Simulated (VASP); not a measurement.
# Ge (I4_1/amd) in VASP: a series of runs

The runs below take Ge through single point, with r2SCAN.

Program: VASP 6.6.1. These are calculated values, not measurements. Logs are shortened: lines on timing, memory, paths and dates and some standing lists are left out, and cuts for length are marked.

## Step 1: The cell of the first run

The structure is tetragonal, space group I4_1/amd (No. 141). The conventional cell has a = 3.994 Å, b = 3.994 Å, c = 5.788 Å, α = 90.00°, β = 90.00°, γ = 90.00°. Ge (site symmetry -4m2) has 4 Ge at 2.47 Å within 3.3 Å.

## Step 2: Single point, r2SCAN (uniaxial strain along c: +2.0 %, then relaxed in part)

Contents of POSCAR:

```
Ge
1.0
    2.8238990914      2.8238990914      0.0000000000
   -2.8238990914      2.8238990914      0.0000000000
    0.0000000000      0.0000000000      5.7883512991
Ge
4
Direct
    0.5000000000      0.5000000000      0.5000000000
    0.5000000000      0.0000000000      0.2500000000
    0.0000000000      0.0000000000      0.0000000000
    0.0000000000      0.5000000000      0.7500000000
```

Contents of INCAR.step1:

```
SYSTEM = Ge
  ALGO = Normal
  EDIFF = 1E-4
  ENCUT = 520
  GGA = PE
  ISMEAR = 0
  LASPH = .True.
  LCHARG = .False.
  LREAL = .False.
  LWAVE = .True.
  NBANDS = 36
  NELM = 80
  PREC = Accurate
  SIGMA = 0.02
```

Contents of INCAR.step2:

```
SYSTEM = Ge
  ALGO = Normal
  EDIFF = 1E-6
  ENCUT = 520
  ISIF = 2
  ISMEAR = 0
  ISTART = 1
  LASPH = .True.
  LCHARG = .True.
  LELF = .True.
  LMIXTAU = .True.
  LREAL = .False.
  LVHAR = .True.
  LWAVE = .False.
  METAGGA = R2SCAN
  NBANDS = 36
  NELM = 80
  PREC = Accurate
  SIGMA = 0.02
```

Contents of KPOINTS:

```
k-points
0
Gamma
  10 10 6
  0 0 0
```

Potentials or basis: VASP PAW PBE potentials, release 64 (Ge_d).

Run with:

```console
> cat potpaw_PBE.64/Ge_d/POTCAR > POTCAR
> cp INCAR.step1 INCAR
> mpirun -np 1 vasp_std > vasp.out
> cp INCAR.step2 INCAR
> mpirun -np 1 vasp_std > vasp.out
```

OUTCAR:

```text
SYSTEM = Ge
   EDIFF = 1E-6
   ENCUT = 520
   ISIF = 2
   ISMEAR = 0
   ISTART = 1
   LASPH = .True.
   LREAL = .False.
   METAGGA = R2SCAN
   NELM = 80
   PREC = Accurate

 ion  position               nearest neighbor table
   1  0.500  0.500  0.500-   2 2.47   4 2.47   2 2.47   4 2.47
   2  0.500  0.000  0.250-   1 2.47   3 2.47   1 2.47   3 2.47
   3  0.000  0.000  0.000-   2 2.47   4 2.47   4 2.47   2 2.47
   4  0.000  0.500  0.750-   1 2.47   3 2.47   3 2.47   1 2.47

  LATTYP: Found a simple tetragonal cell.
 ALAT       =     3.9935963938
 C/A-ratio  =     1.4494081846

  Lattice vectors:

 A1 = (   2.8238990914,   2.8238990914,   0.0000000000)
 A2 = (  -2.8238990914,   2.8238990914,   0.0000000000)
 A3 = (   0.0000000000,   0.0000000000,   5.7883512991)

Analysis of symmetry for initial positions (statically):
=====================================================================
 Subroutine PRICEL returns following result:

  LATTYP: Found a body centered tetragonal cell.
 ALAT       =     3.9935963938
 C/A-ratio  =     1.4494081846

  Lattice vectors:

 A1 = (   2.8238990914,   0.0000000000,  -2.8941756496)
 A2 = (  -2.8238990914,   0.0000000000,  -2.8941756496)
 A3 = (   0.0000000000,   2.8238990914,   2.8941756496)

   2 primitive cells build up your supercell.

 Routine SETGRP: Setting up the symmetry group for a
 simple tetragonal supercell.

 Subroutine GETGRP returns: Found 16 space group operations
 (whereof  8 operations were pure point group operations)
 out of a pool of 16 trial point group operations.

The static configuration has the point symmetry D_2d.
 The point group associated with its full space group is D_4h.

Analysis of symmetry for dynamics (positions and initial velocities):
=====================================================================
 Subroutine PRICEL returns following result:

  LATTYP: Found a body centered tetragonal cell.
 ALAT       =     3.9935963938
 C/A-ratio  =     1.4494081846

  Lattice vectors:

 A1 = (   2.8238990914,   0.0000000000,  -2.8941756496)
 A2 = (  -2.8238990914,   0.0000000000,  -2.8941756496)
 A3 = (   0.0000000000,   2.8238990914,   2.8941756496)

   2 primitive cells build up your supercell.

 Routine SETGRP: Setting up the symmetry group for a
 simple tetragonal supercell.

 Subroutine GETGRP returns: Found 16 space group operations
 (whereof  8 operations were pure point group operations)
 out of a pool of 16 trial point group operations.

The dynamic configuration has the point symmetry D_2d.
[... 99 lines left out ...]
   NELM   =     80;   NELMIN=  2; NELMDL=  0     # of ELM steps
   EDIFF  = 0.1E-05   stopping-criterion for ELM
   LREAL  =      F    real-space projection
   EDIFFG = 0.1E-04   stopping-criterion for IOM
   NSW    =      0    number of steps for IOM
   IBRION =     -1    ionic relax: 0-MD 1-quasi-New 2-CG
   NFREE  =      0    steps in history (QN), initial steepest desc. (CG)
   ISIF   =      2    stress and relaxation
   ISYM   =      2    0-nonsym 1-usesym 2-fastsym
   POTIM  = 0.5000    time-step for ionic-motion
   TEBEG  =    0.0;   TEEND  =   0.0 temperature during run
   PSTRESS=    0.0 pullay stress
   NELECT =      56.0000    total number of electrons
   NUPDOWN=      -1.0000    fix difference up-down
   EMIN   =  10.00;   EMAX   =-10.00  energy-range for DOS
   EFERMI =   0.00;   METHOD = LEGACY
   ISMEAR =     0;   SIGMA  =   0.02  broadening in eV -4-tet -1-fermi 0-gaus
   EFERMI_NEDOS =   21; number of points for ismear=-14 and -15
   IALGO  =     38    algorithm
   IMIX   =      4    mixing-type and parameters
     AMIX     =   0.40;   BMIX     =  1.00
     AMIX_MAG =   1.60;   BMIX_MAG =  1.00
  volume/ion in A,a.u.               =      23.08       155.75
  Fermi-wavevector in a.u.,A,eV,Ry     =   1.385829  2.618838 26.130303  1.920523
  Thomas-Fermi vector in A             =   2.510203
   LORBIT       =      0    0 simple, 1 ext, 2 COOP (PROOUT), +10 PAW based schemes
   METAGGA = R2SCAN    functional components
   LHFCALC =     F    Hartree Fock is set to
   AEXX    =    0.0000 exact exchange contribution
   IVDW    =     0    specifies the selected vdW correction
   LEPSILON=     F    determine dielectric tensor
   LRPA    =     F    only Hartree local field effects (RPA)
 non-spin polarized calculation
 Gauss-broadening in eV      SIGMA  =   0.02
  energy-cutoff  :      520.00
  volume of cell :       92.32
 maximum number of plane-waves:      2518
 NGX is ok and might be reduce to    30
   NGX = 15   NGY = 15   NGZ = 21

 number of electron      55.9999982 magnetization

 Free energy of the ion-electron system (eV)
  ---------------------------------------------------
  ext. energy  EPLUGINS =         0.00000000
  ---------------------------------------------------
  free energy    TOTEN  =       -55.47778405 eV

  energy without entropy =      -55.47778405  energy(sigma->0) =      -55.47778405

 E-fermi :   4.7548     XC(G=0): -10.7199

 val. band max:        4.6813510896   @ k =   0.0000   0.0000   0.0000
 cond. band min:       4.8266081335   @ k =   0.0000   0.0000   0.0000
 fundamental gap:      0.1452570439
 Fermi energy:         4.7547625203

 k-point     1 :       0.0000    0.0000    0.0000
  band No.  band energies     occupation
      1     -20.8927      2.00000
      2     -20.8927      2.00000
      3     -20.8567      2.00000
      4     -20.8567      2.00000
      5     -20.8503      2.00000
      6     -20.8181      2.00000
[... 925 lines left out ...]
     35      11.5480      0.00000
     36      12.2641      0.00000

 [... further k-points ...]

------------------------ aborting loop because EDIFF is reached ----------------------------------------

  FORCE on cell =-STRESS in cart. coord.  units (eV):
  Direction    XX          YY          ZZ          XY          YZ          ZX
  --------------------------------------------------------------------------------------
  -------------------------------------------------------------------------------------
  Total        0.0342715      0.0342715     -1.2217421      0.0000000      0.0000000     -0.0000000
  in kB        0.5947854      0.5947854    -21.2034672      0.0000000      0.0000000     -0.0000000
  external PRESSURE =      -6.6712988 kB  Pullay stress =       0.0000000 kB

 VOLUME and BASIS-vectors are now :
 -----------------------------------------------------------------------------
  energy-cutoff  :      520.00
  volume of cell :       92.32
      direct lattice vectors                 reciprocal lattice vectors
     2.823899091  2.823899091  0.000000000     0.177060151  0.177060151  0.000000000
    -2.823899091  2.823899091  0.000000000    -0.177060151  0.177060151  0.000000000
     0.000000000  0.000000000  5.788351299     0.000000000  0.000000000  0.172760765

 POSITION                                       TOTAL-FORCE (eV/Angst)
 -----------------------------------------------------------------------------------
      0.00000      2.82390      2.89418        -0.000000     -0.000000     -0.000000
      1.41195      1.41195      1.44709         0.000000      0.000000      0.000000
      0.00000      0.00000      0.00000        -0.000000     -0.000000     -0.000000
     -1.41195      1.41195      4.34126         0.000000      0.000000     -0.000000
 -----------------------------------------------------------------------------------
    total drift:                               -0.000000      0.000000      0.000000

  FREE ENERGIE OF THE ION-ELECTRON SYSTEM (eV)
  ---------------------------------------------------
  free  energy   TOTEN  =       -55.4777840519 eV

  energy  without entropy=      -55.4777840518  energy(sigma->0) =      -55.47778405
```

Run time: 21 min. Hardware: 1 thread of AMD EPYC 7R13, shared host; peak memory 0.31 GiB.

Results:

* Free energy: -55.4778 eV
* Pressure: -0.7 GPa
* Band gap on the k mesh: 0.15 eV

Caveat: the cell differs from its parent crystal (uniaxial strain along c: +2.0 %, then relaxed in part); semilocal functionals underestimate gaps, and a narrow one can read as zero; the PAW data sets were made with another functional, which shifts forces and pressure a little. A k mesh can miss the band edges.

## Step 3: Single point, r2SCAN

POSCAR is that of step 2.

Contents of INCAR.step1:

```
PREC     = Accurate       # precision mode
ENCUT    = 520            # plane-wave cutoff, eV
ISMEAR   = 0              # smearing method
SIGMA    = 0.02           # smearing width, eV
LREAL    = F              # projectors in reciprocal space
LASPH    = T              # aspherical terms in the spheres
NELM     = 80             # most SCF steps
NBANDS   = 36             # bands
GGA      = PE             # functional
ALGO     = Normal         # electronic algorithm
EDIFF    = 1E-4           # SCF threshold, eV
LWAVE    = T              # write WAVECAR
LCHARG   = F              # write CHGCAR
```

Contents of INCAR.step2:

```
PREC     = Accurate       # precision mode
ENCUT    = 520            # plane-wave cutoff, eV
EDIFF    = 1E-6           # SCF threshold, eV
ISMEAR   = 0              # smearing method
SIGMA    = 0.02           # smearing width, eV
LREAL    = F              # projectors in reciprocal space
LASPH    = T              # aspherical terms in the spheres
NELM     = 80             # most SCF steps
ALGO     = Normal         # electronic algorithm
ISIF     = 2              # what is computed and relaxed
LWAVE    = F              # write WAVECAR
LCHARG   = T              # write CHGCAR
METAGGA  = R2SCAN         # meta-GGA
LMIXTAU  = T            
LELF     = T              # ELF
LVHAR    = T            
NBANDS   = 36             # bands
ISTART   = 1
```

Contents of KPOINTS:

```
regular mesh
0
Gamma
  10 10 6
```

Potentials or basis: VASP PAW PBE potentials, release 64 (Ge_d).

Run with:

```console
> cat potpaw_PBE.64/Ge_d/POTCAR > POTCAR
> cp INCAR.step1 INCAR
> mpirun -np 1 vasp_std > vasp.out
> cp INCAR.step2 INCAR
> mpirun -np 1 vasp_std > vasp.out
```

OUTCAR:

```text
PREC = Accurate
   ENCUT = 520
   EDIFF = 1E-6
   ISMEAR = 0
   LREAL = F
   LASPH = T
   NELM = 80
   ISIF = 2
   METAGGA = R2SCAN
   ISTART = 1

 ion  position               nearest neighbor table
   1  0.500  0.500  0.500-   2 2.47   4 2.47   2 2.47   4 2.47
   2  0.500  0.000  0.250-   1 2.47   3 2.47   1 2.47   3 2.47
   3  0.000  0.000  0.000-   2 2.47   4 2.47   4 2.47   2 2.47
   4  0.000  0.500  0.750-   1 2.47   3 2.47   3 2.47   1 2.47

  LATTYP: Found a simple tetragonal cell.
[... 1156 lines left out ...]
  Direction    XX          YY          ZZ          XY          YZ          ZX
  --------------------------------------------------------------------------------------
  -------------------------------------------------------------------------------------
  Total        0.0342715      0.0342715     -1.2217421      0.0000000      0.0000000     -0.0000000
  in kB        0.5947854      0.5947854    -21.2034672      0.0000000      0.0000000     -0.0000000
  external PRESSURE =      -6.6712988 kB  Pullay stress =       0.0000000 kB

 VOLUME and BASIS-vectors are now :
 -----------------------------------------------------------------------------
  energy-cutoff  :      520.00
  volume of cell :       92.32
      direct lattice vectors                 reciprocal lattice vectors
     2.823899091  2.823899091  0.000000000     0.177060151  0.177060151  0.000000000
    -2.823899091  2.823899091  0.000000000    -0.177060151  0.177060151  0.000000000
     0.000000000  0.000000000  5.788351299     0.000000000  0.000000000  0.172760765

 POSITION                                       TOTAL-FORCE (eV/Angst)
 -----------------------------------------------------------------------------------
      0.00000      2.82390      2.89418        -0.000000     -0.000000     -0.000000
      1.41195      1.41195      1.44709         0.000000      0.000000      0.000000
      0.00000      0.00000      0.00000        -0.000000     -0.000000     -0.000000
     -1.41195      1.41195      4.34126         0.000000      0.000000     -0.000000
 -----------------------------------------------------------------------------------
    total drift:                               -0.000000      0.000000      0.000000

  FREE ENERGIE OF THE ION-ELECTRON SYSTEM (eV)
  ---------------------------------------------------
  free  energy   TOTEN  =       -55.4777840519 eV

  energy  without entropy=      -55.4777840518  energy(sigma->0) =      -55.47778405
```

OUTCAR.step1:

```text
PREC = Accurate
   ENCUT = 520
   ISMEAR = 0
   LREAL = F
[... 1186 lines left out ...]
      0.00000      2.82390      2.89418         0.000000     -0.000000     -0.000000
      1.41195      1.41195      1.44709        -0.000000      0.000000      0.000000
      0.00000      0.00000      0.00000         0.000000     -0.000000     -0.000000
     -1.41195      1.41195      4.34126        -0.000000     -0.000000     -0.000000
 -----------------------------------------------------------------------------------
    total drift:                               -0.000000      0.000000      0.000000

  FREE ENERGIE OF THE ION-ELECTRON SYSTEM (eV)
  ---------------------------------------------------
  free  energy   TOTEN  =       -18.0411446380 eV

  energy  without entropy=      -18.0411068021  energy(sigma->0) =      -18.04112572
```

Run time: 20 min. Hardware: 1 thread of AMD EPYC 7R13, shared host; peak memory 0.31 GiB.

Results:

```
Free energy            : -55.4778 eV
Pressure               : -0.7 GPa
Band gap on the k mesh : 0.15 eV
```

Stress tensor (GPa, compression positive):
```
 0.06  0.00  0.00
 0.00  0.06  0.00
 0.00  0.00 -2.12
```

Levels at points of the mesh, in eV from the valence-band top:
| k point | band 25 | band 26 | band 27 | band 28 | band 29 | band 30 | band 31 | band 32 |
| --- | --- | --- | --- | --- | --- | --- | --- | --- |
| (0.00, 0.00, 0.00) | -3.11 | -0.20 | 0.00 | 0.00 | 0.15 | 1.07 | 1.07 | 2.60 |
| (0.50, 0.00, 0.00) | -4.07 | -4.07 | -1.49 | -1.49 | 2.25 | 2.25 | 4.95 | 4.95 |
| (0.50, 0.50, 0.00) | -3.28 | -3.28 | -3.28 | -3.28 | 0.86 | 0.86 | 0.86 | 0.86 |
| (0.00, 0.00, 0.50) | -2.06 | -2.06 | -2.06 | -2.06 | 1.32 | 1.32 | 2.93 | 2.93 |
| (0.50, 0.00, 0.50) | -1.64 | -1.64 | -1.41 | -1.41 | 0.30 | 0.30 | 3.86 | 3.86 |
| (0.50, 0.50, 0.50) | -4.03 | -4.03 | -4.03 | -4.03 | 4.31 | 4.31 | 4.31 | 4.31 |

Caveat: semilocal functionals underestimate gaps, and a narrow one can read as zero; the PAW data sets were made with another functional, which shifts forces and pressure a little. A k mesh can miss the band edges.
